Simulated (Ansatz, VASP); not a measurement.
# One calculation of HC16, two programs

```
C H
1.0
     2.46652   -4.27213    0.00000
    -2.46652   -4.27213    0.00000
     0.00000   -2.84809   -8.57567
C H
16 1
Direct
  0.42466 0.42466 0.22573
  0.92494 0.42466 0.22573
  0.42466 0.92494 0.22573
  0.92497 0.92497 0.22510
  0.75818 0.75818 0.22574
  0.25789 0.75818 0.22574
  0.75818 0.25789 0.22574
  0.25830 0.25830 0.22511
  0.24182 0.24182 0.77426
  0.74211 0.24182 0.77426
  0.24182 0.74211 0.77426
  0.74170 0.74170 0.77489
  0.57534 0.57534 0.77427
  0.07506 0.57534 0.77427
  0.57534 0.07506 0.77427
  0.07503 0.07503 0.77490
  0.50000 0.50000 0.50000
```

Alike in both runs: functional PBE; k mesh 10 × 10 × 10; occupations gaussian, width 0.1 eV; no spin polarisation.

Ansatz relaxed the structure, and its values are those at the end. VASP's run is a single point on that final structure, the one shown.

|  | VASP | Ansatz |
| --- | --- | --- |
| version | VASP 6.6.1 | Ansatz 0.2.0 |
| potentials or method | VASP PAW PBE potentials, release 64 (C, H), cutoff 520 eV | scalar-relativistic, plane waves, PAW |
| valence electrons in the cell | 65 | 65 |

```csv
,VASP,Ansatz,Ansatz less VASP
gap on the k mesh at the Fermi level (eV),none,none,-
rms of the force components (eV/Å),0.008,0.008,-0.0001
```

A gap of «none» marks a metal or a gap that the smearing closes. The functional is the same, so the differences come from potentials, cutoffs and numerics.
